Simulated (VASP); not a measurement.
# Li3S2 (P4/mmm) in VASP: further runs

The runs below take Li3S2 through single point, relaxation of cell and atoms, with PBE.

All numbers are computed with VASP 6.6.1; they aren't measurements. Logs are shortened: lines on timing, memory, paths and dates and some standing lists are left out, and cuts for length are marked.

### 1 The cell of the first run

The structure is tetragonal, space group P4/mmm (No. 123). The conventional cell has a = 3.917 Å, b = 3.917 Å, c = 9.861 Å, α = 90.00°, β = 90.00°, γ = 90.00°. Within 4.6 Å of Li (site symmetry 4/mmm) lie 6 Li at 3.53 to 3.92 Å. Li (site symmetry 4mm) has 4 S at 2.41 Å and 1 Li at 2.81 Å within 3.2 Å. S (site symmetry mmm) has 4 Li at 2.41 Å and 4 S at 2.77 Å within 3.2 Å.

The cell was built from a structure type or drawn by symmetry, and may not be a known phase.

### 2 Single point, PBE

Contents of INCAR:

```
SYSTEM = Li3S2
PREC     = Accurate       ! precision mode
ENCUT    = 520            ! plane-wave cutoff, eV
EDIFF    = 1E-7           ! SCF threshold, eV
ISMEAR   = 0              ! smearing method
SIGMA    = 0.1            ! smearing width, eV
LREAL    = .FALSE.        ! projectors in reciprocal space
LASPH    = .TRUE.         ! aspherical terms in the spheres
NELM     = 60             ! most SCF steps
ALGO     = Normal         ! electronic algorithm
ISIF     = 2              ! what is computed and relaxed
LWAVE    = .FALSE.        ! write WAVECAR
LCHARG   = .FALSE.        ! write CHGCAR
GGA      = PE             ! functional
NBANDS   = 18             ! bands
```

Contents of KPOINTS:

```
Automatic mesh
0
G
  10 10 4
  0 0 0
```

Contents of POSCAR:

```
Li3S2
1.0
    3.9167176792      0.0000000000      0.0000000000
    0.0000000000      3.9167176792      0.0000000000
    0.0000000000      0.0000000000      9.8609580199
Li S
3 2
Direct
    0.5000000000      0.5000000000      0.5000000000
    0.5000000000      0.5000000000      0.8577613576
    0.5000000000      0.5000000000      0.1422386424
    0.0000000000      0.5000000000      0.0000000000
    0.5000000000      0.0000000000      0.0000000000
```

Potentials or basis: VASP PAW PBE potentials, release 64 (Li_sv, S).

On the command line:

```
cat potpaw_PBE.64/Li_sv/POTCAR potpaw_PBE.64/S/POTCAR > POTCAR
mpirun -np 1 vasp_std > vasp.out
```

OUTCAR:

```text
SYSTEM = Li3S2
   PREC = Accurate
   ENCUT = 520
   EDIFF = 1E-7
   ISMEAR = 0
   LREAL = .FALSE.
   LASPH = .TRUE.
   NELM = 60
   ISIF = 2
   GGA = PE

 ion  position               nearest neighbor table
   1  0.500  0.500  0.500-
   2  0.500  0.500  0.858-   4 2.41   5 2.41   5 2.41   4 2.41
   3  0.500  0.500  0.142-   4 2.41   5 2.41   5 2.41   4 2.41
   4  0.000  0.500  0.000-   2 2.41   3 2.41   2 2.41   3 2.41   5 2.77   5 2.77   5 2.77   5 2.77

   5  0.500  0.000  0.000-   2 2.41   3 2.41   2 2.41   3 2.41   4 2.77   4 2.77   4 2.77   4 2.77

  LATTYP: Found a simple tetragonal cell.
 ALAT       =     3.9167176792
 C/A-ratio  =     2.5176586182

  Lattice vectors:

 A1 = (   3.9167176792,   0.0000000000,   0.0000000000)
 A2 = (   0.0000000000,   3.9167176792,   0.0000000000)
 A3 = (   0.0000000000,   0.0000000000,   9.8609580199)

Analysis of symmetry for initial positions (statically):
=====================================================================
 Subroutine PRICEL returns:
 Original cell was already a primitive cell.

 Routine SETGRP: Setting up the symmetry group for a
 simple tetragonal supercell.

 Subroutine GETGRP returns: Found 16 space group operations
 (whereof 16 operations were pure point group operations)
 out of a pool of 16 trial point group operations.

The static configuration has the point symmetry D_4h.

Analysis of symmetry for dynamics (positions and initial velocities):
=====================================================================
 Subroutine PRICEL returns:
 Original cell was already a primitive cell.

 Routine SETGRP: Setting up the symmetry group for a
 simple tetragonal supercell.

 Subroutine GETGRP returns: Found 16 space group operations
 (whereof 16 operations were pure point group operations)
 out of a pool of 16 trial point group operations.

The dynamic configuration has the point symmetry D_4h.

 Subroutine INISYM returns: Found 16 space group operations
 (whereof 16 operations are pure point group operations),
 and found     1 'primitive' translations

----------------------------------------------------------------------------------------

                                     Primitive cell

  volume of cell :     151.2738

  direct lattice vectors                    reciprocal lattice vectors
     3.916717679  0.000000000  0.000000000     0.255315824  0.000000000  0.000000000
     0.000000000  3.916717679  0.000000000     0.000000000  0.255315824  0.000000000
     0.000000000  0.000000000  9.860958020     0.000000000  0.000000000  0.101410025

  length of vectors
     3.916717679  3.916717679  9.860958020     0.255315824  0.255315824  0.101410025

  position of ions in fractional coordinates (direct lattice)
     0.500000000  0.500000000  0.500000000
     0.500000000  0.500000000  0.857761358
     0.500000000  0.500000000  0.142238642
     0.000000000  0.500000000  0.000000000
     0.500000000  0.000000000  0.000000000

  ion indices of the primitive-cell ions
   primitive index   ion index
                 1           1
                 2           2
                 3           3
                 4           4
                 5           5

----------------------------------------------------------------------------------------

 KPOINTS: Automatic mesh

Automatic generation of k-mesh.
 Grid dimensions read from file:
 generate k-points for:   10   10    4

 Generating k-lattice:

  Cartesian coordinates                     Fractional coordinates (reciprocal lattice)
     0.025531582  0.000000000  0.000000000     0.100000000  0.000000000  0.000000000
     0.000000000  0.025531582  0.000000000     0.000000000  0.100000000  0.000000000
     0.000000000  0.000000000  0.025352506     0.000000000  0.000000000  0.250000000

  Length of vectors
     0.025531582  0.025531582  0.025352506

  Shift w.r.t. Gamma in fractional coordinates (k-lattice)
     0.000000000  0.000000000  0.000000000

 Subroutine IBZKPT returns following result:
 ===========================================

 Found     63 irreducible k-points:

 Following reciprocal coordinates:
            Coordinates               Weight
  0.000000  0.000000  0.000000      1.000000
  0.100000  0.000000  0.000000      4.000000
  0.200000  0.000000  0.000000      4.000000
  0.300000  0.000000  0.000000      4.000000
  0.400000  0.000000  0.000000      4.000000
  0.500000  0.000000  0.000000      2.000000
[... 16 lines left out ...]
  0.100000  0.000000  0.250000      8.000000
  0.200000  0.000000  0.250000      8.000000
 [... further k-points ...]
   k-points           NKPTS =     63   k-points in BZ     NKDIM =     63   number of bands    NBANDS=     18
   number of dos      NEDOS =    301   number of ions     NIONS =      5
   total plane-waves  NPLWV =  72000
   dimension x,y,z NGX =    30 NGY =   30 NGZ =   80
   dimension x,y,z NGXF=    60 NGYF=   60 NGZF=  160
   ions per type =               3   2
   NGX,Y,Z   is equivalent  to a cutoff of  12.73, 12.73, 13.49 a.u.
   NGXF,Y,Z  is equivalent  to a cutoff of  25.47, 25.47, 26.97 a.u.
 SYSTEM =  Li3S2
   PREC   = accura    normal or accurate (medium, high low for compatibility)
   ISTART =      0    job   : 0-new  1-cont  2-samecut
   ICHARG =      2    charge: 1-file 2-atom 10-const
   ISPIN  =      1    spin polarized calculation?
   LNONCOLLINEAR =      F non collinear calculations
   LSORBIT =      F    spin-orbit coupling
   LASPH  =      T    aspherical Exc in radial PAW
   ENCUT  =  520.0 eV  38.22 Ry    6.18 a.u.   7.28  7.28 18.33*2*pi/ulx,y,z
   NELM   =     60;   NELMIN=  2; NELMDL= -5     # of ELM steps
   EDIFF  = 0.1E-06   stopping-criterion for ELM
   LREAL  =      F    real-space projection
   EDIFFG = 0.1E-05   stopping-criterion for IOM
   NSW    =      0    number of steps for IOM
   IBRION =     -1    ionic relax: 0-MD 1-quasi-New 2-CG
   NFREE  =      0    steps in history (QN), initial steepest desc. (CG)
   ISIF   =      2    stress and relaxation
   ISYM   =      2    0-nonsym 1-usesym 2-fastsym
   POTIM  = 0.5000    time-step for ionic-motion
   TEBEG  =    0.0;   TEEND  =   0.0 temperature during run
   PSTRESS=    0.0 pullay stress
   NELECT =      21.0000    total number of electrons
   NUPDOWN=      -1.0000    fix difference up-down
   EMIN   =  10.00;   EMAX   =-10.00  energy-range for DOS
   EFERMI =   0.00;   METHOD = LEGACY
   ISMEAR =     0;   SIGMA  =   0.10  broadening in eV -4-tet -1-fermi 0-gaus
   EFERMI_NEDOS =   21; number of points for ismear=-14 and -15
   IALGO  =     38    algorithm
   IMIX   =      4    mixing-type and parameters
     AMIX     =   0.40;   BMIX     =  1.00
     AMIX_MAG =   1.60;   BMIX_MAG =  1.00
  volume/ion in A,a.u.               =      30.25       204.17
  Fermi-wavevector in a.u.,A,eV,Ry     =   0.847670  1.601864  9.776386  0.718544
  Thomas-Fermi vector in A             =   1.963212
   LORBIT       =      0    0 simple, 1 ext, 2 COOP (PROOUT), +10 PAW based schemes
   GGA     = PE    functional components
   LHFCALC =     F    Hartree Fock is set to
   AEXX    =    0.0000 exact exchange contribution
   IVDW    =     0    specifies the selected vdW correction
   LEPSILON=     F    determine dielectric tensor
   LRPA    =     F    only Hartree local field effects (RPA)
 non-spin polarized calculation
 Gauss-broadening in eV      SIGMA  =   0.10
  energy-cutoff  :      520.00
  volume of cell :      151.27
 maximum number of plane-waves:      4109
 NGX is ok and might be reduce to    30
   NGX = 15   NGY = 15   NGZ = 37

 number of electron      20.9999982 magnetization

 Free energy of the ion-electron system (eV)
  ---------------------------------------------------
  ext. energy  EPLUGINS =         0.00000000
  ---------------------------------------------------
  free energy    TOTEN  =       -14.83386264 eV

  energy without entropy =      -14.82692373  energy(sigma->0) =      -14.83039319

 E-fermi :   0.7011     XC(G=0):  -6.3340

 val. band max:        0.6770022685   @ k =   0.1000   0.1000   0.5000
 cond. band min:       0.7154578608   @ k =   0.3000   0.3000   0.5000
 fundamental gap:      0.0384555924
 Fermi energy:         0.7010664515

 k-point     1 :       0.0000    0.0000    0.0000
  band No.  band energies     occupation
      1     -47.6250      2.00000
      2     -45.8355      2.00000
      3     -45.8262      2.00000
      4     -13.7089      2.00000
      5      -9.5884      2.00000
      6      -3.7834      2.00000
[... 10 lines left out ...]
     17       6.1432      0.00000
     18       6.6653      0.00000

 k-point     2 :       0.1000    0.0000    0.0000
  band No.  band energies     occupation
      1     -47.6249      2.00000
      2     -45.8354      2.00000
      3     -45.8262      2.00000
      4     -13.6403      2.00000
      5      -9.7576      2.00000
      6      -3.7051      2.00000
[... 10 lines left out ...]
     17       6.2074      0.00000
     18       6.2181      0.00000

 k-point     3 :       0.2000    0.0000    0.0000
  band No.  band energies     occupation
      1     -47.6249      2.00000
      2     -45.8353      2.00000
      3     -45.8260      2.00000
      4     -13.4363      2.00000
      5     -10.2061      2.00000
      6      -3.4726      2.00000
[... 10 lines left out ...]
     17       6.1748      0.00000
     18       6.4346      0.00000

 k-point     4 :       0.3000    0.0000    0.0000
  band No.  band energies     occupation
      1     -47.6248      2.00000
      2     -45.8352      2.00000
      3     -45.8259      2.00000
      4     -13.1024      2.00000
      5     -10.8119      2.00000
      6      -3.1141      2.00000
[... 375 lines left out ...]
      4     -13.7089      2.00000
      5      -9.5883      2.00000
      6      -3.7834      2.00000
[... 10 lines left out ...]
     17       6.0447      0.00000
     18       6.4642      0.00000

 k-point    23 :       0.1000    0.0000    0.2500
  band No.  band energies     occupation
      1     -47.6249      2.00000
      2     -45.8354      2.00000
      3     -45.8261      2.00000
      4     -13.6403      2.00000
      5      -9.7576      2.00000
      6      -3.7051      2.00000
[... 10 lines left out ...]
     17       6.1201      0.00000
     18       6.3359      0.00000

 k-point    24 :       0.2000    0.0000    0.2500
  band No.  band energies     occupation
      1     -47.6249      2.00000
      2     -45.8353      2.00000
      3     -45.8260      2.00000
      4     -13.4363      2.00000
      5     -10.2061      2.00000
      6      -3.4726      2.00000
[... 10 lines left out ...]
     17       6.1943      0.00000
     18       6.3380      0.00000

 [... further k-points ...]

------------------------ aborting loop because EDIFF is reached ----------------------------------------

  FORCE on cell =-STRESS in cart. coord.  units (eV):
  Direction    XX          YY          ZZ          XY          YZ          ZX
  --------------------------------------------------------------------------------------
  -------------------------------------------------------------------------------------
  Total       -0.0825208     -0.0825208     -0.0161147      0.0000000      0.0000000     -0.0000000
  in kB       -0.8739982     -0.8739982     -0.1706744      0.0000000      0.0000000     -0.0000000
  external PRESSURE =      -0.6395569 kB  Pullay stress =       0.0000000 kB

 VOLUME and BASIS-vectors are now :
 -----------------------------------------------------------------------------
  energy-cutoff  :      520.00
  volume of cell :      151.27
      direct lattice vectors                 reciprocal lattice vectors
     3.916717679  0.000000000  0.000000000     0.255315824  0.000000000  0.000000000
     0.000000000  3.916717679  0.000000000     0.000000000  0.255315824  0.000000000
     0.000000000  0.000000000  9.860958020     0.000000000  0.000000000  0.101410025

 POSITION                                       TOTAL-FORCE (eV/Angst)
 -----------------------------------------------------------------------------------
      1.95836      1.95836      4.93048         0.000000      0.000000      0.000000
      1.95836      1.95836      8.45835         0.000000      0.000000      0.005757
      1.95836      1.95836      1.40261         0.000000      0.000000     -0.005757
      0.00000      1.95836      0.00000         0.000000      0.000000      0.000000
      1.95836      0.00000      0.00000         0.000000      0.000000      0.000000
 -----------------------------------------------------------------------------------
    total drift:                                0.000000      0.000000      0.000000

  FREE ENERGIE OF THE ION-ELECTRON SYSTEM (eV)
  ---------------------------------------------------
  free  energy   TOTEN  =       -14.8338626397 eV

  energy  without entropy=      -14.8269237317  energy(sigma->0) =      -14.83039319
```

Wall time 1.7 min (1 thread of AMD EPYC 9R45 (Zen 5), shared host); peak memory 0.29 GiB.

Results:

* Free energy: -14.8339 eV
* Largest force: 0.006 eV/Å
* Band gap on the k mesh: zero (an odd number of electrons rules out a gap without spin polarisation)

Forces in eV/Å, atoms in the order of the input:
```
Li   0.000  0.000  0.000
Li   0.000  0.000  0.006
Li   0.000  0.000 -0.006
S    0.000  0.000  0.000
S    0.000  0.000  0.000
```

Caveat: the cutoff is under 1.25 times the usual one of these potentials, so pressure, stress and relaxed cells hold a basis-set (Pulay) error.

[end of part 1 of 2]
